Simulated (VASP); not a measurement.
# Li (R-3m) in VASP: notebook

The runs below take Li through relaxation of shape and atoms at fixed volume, with PBE.

All numbers are computed with VASP 6.6.1; they aren't measurements. Logs are shortened: lines on timing, memory, paths and dates and some standing lists are left out, and cuts for length are marked.

**1. The cell of the first run**

It takes space group R-3m (No. 166, trigonal). The conventional cell has a = 2.878 Å, b = 2.878 Å, c = 7.105 Å, α = 90.00°, β = 90.00°, γ = 120.00°. Within 3.8 Å of Li (site symmetry -3m) lie 12 Li at 2.88 to 2.89 Å.

This isn't the form of Li at room conditions, which is bcc.

**2. Relaxation of shape and atoms at fixed volume, PBE**

Input file INCAR:

```
SYSTEM = Li
ALGO = Normal
EDIFF = 1E-6
EDIFFG = -0.005
ENCUT = 600
GGA = PE
IBRION = 2
ISIF = 4
ISMEAR = -1
LASPH = .TRUE.
LCHARG = .FALSE.
LREAL = .FALSE.
LWAVE = .FALSE.
NELM = 80
NSW = 50
PREC = Accurate
SIGMA = 0.08
```

Input file KPOINTS:

```
k-points
0
G
  13 13 13
  0 0 0
```

Input file POSCAR:

```
Li
1.0
    1.4391640210     -0.8309017349      4.7369481099
    0.0000000000      1.6618034698      4.7369481099
   -1.4391640210     -0.8309017349      4.7369481099
Li
2
Direct
    0.2499964156      0.2499964156      0.2499964156
   -0.2499964156     -0.2499964156     -0.2499964156
```

Potentials or basis: VASP PAW PBE potentials, release 64 (Li_sv).

The run is started by

```sh
cat potpaw_PBE.64/Li_sv/POTCAR > POTCAR
mpirun -np 1 vasp_std > vasp.out
```

OUTCAR:

```text
SYSTEM = Li
   EDIFF = 1E-6
   EDIFFG = -0.005
   ENCUT = 600
   GGA = PE
   IBRION = 2
   ISIF = 4
   ISMEAR = -1
   LASPH = .TRUE.
   LREAL = .FALSE.
   NELM = 80
   NSW = 50
   PREC = Accurate

 ion  position               nearest neighbor table
   1  0.250  0.250  0.250-
   2  0.750  0.750  0.750-

  LATTYP: Found a trigonal (rhomboedric) cell.
 ALAT       =     5.0199868693
 COS(alpha) =     0.8356213461

  Lattice vectors:

 A1 = (   1.4391640210,  -0.8309017349,   4.7369481099)
 A2 = (   0.0000000000,   1.6618034698,   4.7369481099)
 A3 = (  -1.4391640210,  -0.8309017349,   4.7369481099)

Analysis of symmetry for initial positions (statically):
=====================================================================
 Subroutine PRICEL returns:
 Original cell was already a primitive cell.

 Routine SETGRP: Setting up the symmetry group for a
 trigonal (rhombohedral) supercell.

 Subroutine GETGRP returns: Found 12 space group operations
 (whereof 12 operations were pure point group operations)
 out of a pool of 12 trial point group operations.

The static configuration has the point symmetry D_3d.

Analysis of symmetry for dynamics (positions and initial velocities):
=====================================================================
 Subroutine PRICEL returns:
 Original cell was already a primitive cell.

 Routine SETGRP: Setting up the symmetry group for a
 trigonal (rhombohedral) supercell.

 Subroutine GETGRP returns: Found 12 space group operations
 (whereof 12 operations were pure point group operations)
 out of a pool of 12 trial point group operations.

The dynamic configuration has the point symmetry D_3d.

 Subroutine INISYM returns: Found 12 space group operations
 (whereof 12 operations are pure point group operations),
 and found     1 'primitive' translations

----------------------------------------------------------------------------------------

                                     Primitive cell

  volume of cell :      33.9868

  direct lattice vectors                    reciprocal lattice vectors
     1.439164021 -0.830901735  4.736948110     0.347423916 -0.200585291  0.070368796
     0.000000000  1.661803470  4.736948110     0.000000000  0.401170583  0.070368796
    -1.439164021 -0.830901735  4.736948110    -0.347423916 -0.200585291  0.070368796

  length of vectors
     5.019986869  5.019986869  5.019986869     0.407295475  0.407295475  0.407295475

  position of ions in fractional coordinates (direct lattice)
     0.249996416  0.249996416  0.249996416
     0.750003584  0.750003584  0.750003584

  ion indices of the primitive-cell ions
   primitive index   ion index
                 1           1
                 2           2

----------------------------------------------------------------------------------------

 KPOINTS: k-points

Automatic generation of k-mesh.
 Grid dimensions read from file:
 generate k-points for:   13   13   13

 Generating k-lattice:

  Cartesian coordinates                     Fractional coordinates (reciprocal lattice)
     0.026724917 -0.015429638  0.005412984     0.076923077  0.000000000 -0.000000000
     0.000000000  0.030859276  0.005412984     0.000000000  0.076923077  0.000000000
    -0.026724917 -0.015429638  0.005412984    -0.000000000  0.000000000  0.076923077

  Length of vectors
     0.031330421  0.031330421  0.031330421

  Shift w.r.t. Gamma in fractional coordinates (k-lattice)
     0.000000000  0.000000000  0.000000000

 Subroutine IBZKPT returns following result:
 ===========================================

 Found    231 irreducible k-points:

 Following reciprocal coordinates:
            Coordinates               Weight
  0.000000  0.000000  0.000000      1.000000
  0.076923  0.000000  0.000000      6.000000
  0.153846 -0.000000 -0.000000      6.000000
  0.230769 -0.000000  0.000000      6.000000
  0.307692 -0.000000 -0.000000      6.000000
  0.384615 -0.000000 -0.000000      6.000000
[... 16 lines left out ...]
  0.384615  0.153846 -0.000000     12.000000
  0.461538  0.153846  0.000000     12.000000
 [... further k-points ...]
   k-points           NKPTS =    231   k-points in BZ     NKDIM =    231   number of bands    NBANDS=      7
   number of dos      NEDOS =    301   number of ions     NIONS =      2
   total plane-waves  NPLWV =  64000
   dimension x,y,z NGX =    40 NGY =   40 NGZ =   40
   dimension x,y,z NGXF=    80 NGYF=   80 NGZF=   80
   ions per type =               2
   NGX,Y,Z   is equivalent  to a cutoff of  13.25, 13.25, 13.25 a.u.
   NGXF,Y,Z  is equivalent  to a cutoff of  26.49, 26.49, 26.49 a.u.
 SYSTEM =  Li
   PREC   = accura    normal or accurate (medium, high low for compatibility)
   ISTART =      0    job   : 0-new  1-cont  2-samecut
   ICHARG =      2    charge: 1-file 2-atom 10-const
   ISPIN  =      1    spin polarized calculation?
   LNONCOLLINEAR =      F non collinear calculations
   LSORBIT =      F    spin-orbit coupling
   LASPH  =      T    aspherical Exc in radial PAW
   ENCUT  =  600.0 eV  44.10 Ry    6.64 a.u.  10.03 10.03 10.03*2*pi/ulx,y,z
   NELM   =     80;   NELMIN=  2; NELMDL= -5     # of ELM steps
   EDIFF  = 0.1E-05   stopping-criterion for ELM
   LREAL  =      F    real-space projection
   EDIFFG = -.5E-02   stopping-criterion for IOM
   NSW    =     50    number of steps for IOM
   IBRION =      2    ionic relax: 0-MD 1-quasi-New 2-CG
   NFREE  =      1    steps in history (QN), initial steepest desc. (CG)
   ISIF   =      4    stress and relaxation
   ISYM   =      2    0-nonsym 1-usesym 2-fastsym
   POTIM  = 0.5000    time-step for ionic-motion
   TEBEG  =    0.0;   TEEND  =   0.0 temperature during run
   PSTRESS=    0.0 pullay stress
   NELECT =       6.0000    total number of electrons
   NUPDOWN=      -1.0000    fix difference up-down
   EMIN   =  10.00;   EMAX   =-10.00  energy-range for DOS
   EFERMI =   0.00;   METHOD = LEGACY
   ISMEAR =    -1;   SIGMA  =   0.08  broadening in eV -4-tet -1-fermi 0-gaus
   EFERMI_NEDOS =   21; number of points for ismear=-14 and -15
   IALGO  =     38    algorithm
   IMIX   =      4    mixing-type and parameters
     AMIX     =   0.40;   BMIX     =  1.00
     AMIX_MAG =   1.60;   BMIX_MAG =  1.00
  volume/ion in A,a.u.               =      16.99       114.68
  Fermi-wavevector in a.u.,A,eV,Ry     =   0.918379  1.735485 11.475427  0.843420
  Thomas-Fermi vector in A             =   2.043454
   LORBIT       =      0    0 simple, 1 ext, 2 COOP (PROOUT), +10 PAW based schemes
   GGA     = PE    functional components
   LHFCALC =     F    Hartree Fock is set to
   AEXX    =    0.0000 exact exchange contribution
   IVDW    =     0    specifies the selected vdW correction
   LEPSILON=     F    determine dielectric tensor
   LRPA    =     F    only Hartree local field effects (RPA)
 conjugate gradient relaxation of ions
 non-spin polarized calculation
  energy-cutoff  :      600.00
  volume of cell :       33.99
 maximum number of plane-waves:      1151
   NGX = 19   NGY = 19   NGZ = 19

 number of electron       5.9999999 magnetization

 Free energy of the ion-electron system (eV)
  ---------------------------------------------------
  ext. energy  EPLUGINS =         0.00000000
  ---------------------------------------------------
  free energy    TOTEN  =        -3.76139983 eV

  energy without entropy =       -3.73961362  energy(sigma->0) =       -3.75050673

 E-fermi :   1.1672     XC(G=0):  -7.4886

 val. band max:        1.1653530379   @ k =  -0.1538   0.3846   0.1538
 cond. band min:       1.1749743959   @ k =  -0.3846  -0.3846   0.2308
 fundamental gap:      0.0096213579
 Fermi energy:         1.1672124910

 k-point     1 :       0.0000    0.0000    0.0000
  band No.  band energies     occupation
      1     -45.0846      2.00000
      2     -45.0501      2.00000
      3      -2.6206      2.00000
      4       1.0095      1.75559
      5       4.6455      0.00000
      6      15.5450      0.00000
      7      15.5450      0.00000

 k-point     2 :       0.0769    0.0000    0.0000
  band No.  band energies     occupation
      1     -45.0829      2.00000
      2     -45.0492      2.00000
      3      -2.5181      2.00000
      4       1.1322      1.21549
      5       4.6955      0.00000
      6      14.6790      0.00000
      7      15.0725      0.00000

 k-point     3 :       0.1538   -0.0000   -0.0000
  band No.  band energies     occupation
      1     -45.0776      2.00000
      2     -45.0469      2.00000
      3      -2.2085      2.00000
      4       1.4947      0.03282
      5       4.8339      0.00000
      6      12.6210      0.00000
      7      14.1817      0.00000

 k-point     4 :       0.2308   -0.0000    0.0000
  band No.  band energies     occupation
      1     -45.0698      2.00000
      2     -45.0439      2.00000
      3      -1.6888      2.00000
      4       2.0766      0.00002
      5       4.9884      0.00000
      6      10.5603      0.00000
      7      12.2416      0.00000

 k-point     5 :       0.3077   -0.0000   -0.0000
  band No.  band energies     occupation
      1     -45.0608      2.00000
      2     -45.0413      2.00000
      3      -0.9569      2.00000
      4       2.8153      0.00000
      5       4.9080      0.00000
      6       9.2092      0.00000
      7      10.2161      0.00000

 k-point     6 :       0.3846   -0.0000   -0.0000
  band No.  band energies     occupation
      1     -45.0524      2.00000
      2     -45.0402      2.00000
      3      -0.0159      2.00000
      4       3.2536      0.00000
      5       4.6312      0.00000
      6       8.3964      0.00000
      7       9.0984      0.00000

 k-point     7 :       0.4615   -0.0000    0.0000
  band No.  band energies     occupation
      1     -45.0456      2.00000
      2     -45.0415      2.00000
      3       1.1139      1.32163
      4       2.3500      0.00000
      5       5.4575      0.00000
      6       6.8016      0.00000
      7      10.0137      0.00000
[... 121 lines left out ...]
 k-point    20 :       0.1538    0.1538   -0.0000
  band No.  band energies     occupation
      1     -45.0771      2.00000
      2     -45.0474      2.00000
      3      -2.1728      2.00000
      4       1.2805      0.39070
      5       5.1657      0.00000
      6      13.1889      0.00000
      7      13.5428      0.00000

 k-point    21 :       0.2308    0.1538   -0.0000
  band No.  band energies     occupation
      1     -45.0721      2.00000
      2     -45.0456      2.00000
      3      -1.8438      2.00000
      4       1.5209      0.02375
      5       5.4785      0.00000
      6      11.6239      0.00000
      7      12.1970      0.00000

 k-point    22 :       0.3077    0.1538   -0.0000
  band No.  band energies     occupation
      1     -45.0650      2.00000
      2     -45.0432      2.00000
      3      -1.3026      2.00000
      4       1.9626      0.00010
      5       5.8362      0.00000
      6       9.7164      0.00000
      7      10.9050      0.00000

 k-point    23 :       0.3846    0.1538   -0.0000
  band No.  band energies     occupation
      1     -45.0568      2.00000
      2     -45.0411      2.00000
      3      -0.5441      2.00000
      4       2.5520      0.00000
      5       5.8456      0.00000
      6       8.4635      0.00000
      7       9.6329      0.00000

 k-point    24 :       0.4615    0.1538    0.0000
  band No.  band energies     occupation
      1     -45.0492      2.00000
      2     -45.0402      2.00000
      3       0.4329      1.99979
      4       3.0439      0.00000
      5       5.0934      0.00000
      6       8.3670      0.00000
      7       8.6653      0.00000

 [... further k-points ...]
[... 5 lines left out ...]
  --------------------------------------------------------------------------------------
  -------------------------------------------------------------------------------------
  Total        0.6473030      0.6473030      0.6614327      0.0000000      0.0000000      0.0000000
  in kB       30.5146494     30.5146494     31.1807410      0.0000000      0.0000000      0.0000000
  external PRESSURE =      30.7366799 kB  Pullay stress =       0.0000000 kB

 VOLUME and BASIS-vectors are now :
 -----------------------------------------------------------------------------
  energy-cutoff  :      600.00
  volume of cell :       33.99
      direct lattice vectors                 reciprocal lattice vectors
     1.439164021 -0.830901735  4.736948110     0.347423916 -0.200585291  0.070368796
     0.000000000  1.661803470  4.736948110     0.000000000  0.401170583  0.070368796
    -1.439164021 -0.830901735  4.736948110    -0.347423916 -0.200585291  0.070368796

 POSITION                                       TOTAL-FORCE (eV/Angst)
 -----------------------------------------------------------------------------------
      0.00000      0.00000      3.55266         0.000000      0.000000      0.000187
      0.00000      0.00000     10.65818         0.000000      0.000000     -0.000187
 -----------------------------------------------------------------------------------
    total drift:                               -0.000000     -0.000000      0.000000

  FREE ENERGIE OF THE ION-ELECTRON SYSTEM (eV)
  ---------------------------------------------------
  free  energy   TOTEN  =        -3.7613998308 eV

  energy  without entropy=       -3.7396136231  energy(sigma->0) =       -3.75050673

 reached required accuracy - stopping structural energy minimisation
```

Wall time 42 s (1 thread of Intel Xeon 6975P-C (Granite Rapids), shared host); peak memory 0.23 GiB.

What came out:

| Quantity | Value |
| --- | --- |
| Free energy | -3.7614 eV |
| Pressure after relaxing | 3.1 GPa |
| Band gap on the k mesh | zero (bands 3 and 4 overlap by 4.14 eV) |

Final structure:
```yaml
crystal:
  lattice:
    - [1.43916, -0.83090, 4.73695]
    - [0.00000, 1.66180, 4.73695]
    - [-1.43916, -0.83090, 4.73695]
  atoms:
    - { symbol: Li, position: [0.25000, 0.25000, 0.25000] }
    - { symbol: Li, position: [0.75000, 0.75000, 0.75000] }
```

Levels at points of the mesh, in eV from the Fermi level:
| k point | band 1 | band 2 | band 3 | band 4 | band 5 | band 6 |
| --- | --- | --- | --- | --- | --- | --- |
| (0.00, 0.00, 0.00) | -46.25 | -46.22 | -3.79 | -0.16 | 3.48 | 14.38 |

Caveat: the cutoff is under 1.25 times the usual one of these potentials, so pressure, stress and relaxed cells hold a basis-set (Pulay) error; the relaxation stopped at its first step, so nothing moved.

**3. Relaxation of shape and atoms at fixed volume, PBE**

This run uses another cell than the first one, of 18.61 Å³/atom.

Input file INCAR:

```
PREC = Accurate
ENCUT = 600
EDIFF = 1E-7
ISMEAR = -1
SIGMA = 0.08
LREAL = F
LASPH = T
NELM = 60
ALGO = Normal
ISIF = 4
LWAVE = F
LCHARG = F
GGA = PE
IBRION = 2
NSW = 50
EDIFFG = -0.005
```

Input file KPOINTS:

```
Automatic mesh
0
Gamma
  13 13 13
```

Input file POSCAR:

```
Li
1.0
    1.4834735485     -0.8564838526      4.8827910641
    0.0000000000      1.7129677050      4.8827910642
   -1.4834735485     -0.8564838526      4.8827910641
Li
2
Direct
    0.2499964156      0.2499964156      0.2499964156
   -0.2499964156     -0.2499964156     -0.2499964156
```

Potentials or basis: VASP PAW PBE potentials, release 64 (Li_sv).

The run is started by

```sh
cat potpaw_PBE.64/Li_sv/POTCAR > POTCAR
mpirun -np 1 vasp_std > vasp.out
```

Wall time 72 s (1 thread of Intel Xeon 6975P-C (Granite Rapids), shared host); peak memory 0.26 GiB.

Results (log left out):

```
Free energy             : -3.8069 eV
Pressure after relaxing : 1.2 GPa
Band gap on the k mesh  : zero (bands 3 and 4 overlap by 4.00 eV)
```

Final structure:
```
Li
1.0
     1.48347   -0.85648    4.88279
     0.00000    1.71297    4.88279
    -1.48347   -0.85648    4.88279
Li
2
Direct
  0.25000 0.25000 0.25000
  0.75000 0.75000 0.75000
```

Levels at points of the mesh, in eV from the Fermi level:
| k point | band 1 | band 2 | band 3 | band 4 | band 5 | band 6 | band 7 |
| --- | --- | --- | --- | --- | --- | --- | --- |
| (0.00, 0.00, 0.00) | -46.39 | -46.37 | -3.68 | -0.11 | 3.14 | 13.49 | 13.49 |

Caveat: the cutoff is under 1.25 times the usual one of these potentials, so pressure, stress and relaxed cells hold a basis-set (Pulay) error; the relaxation stopped at its first step, so nothing moved.
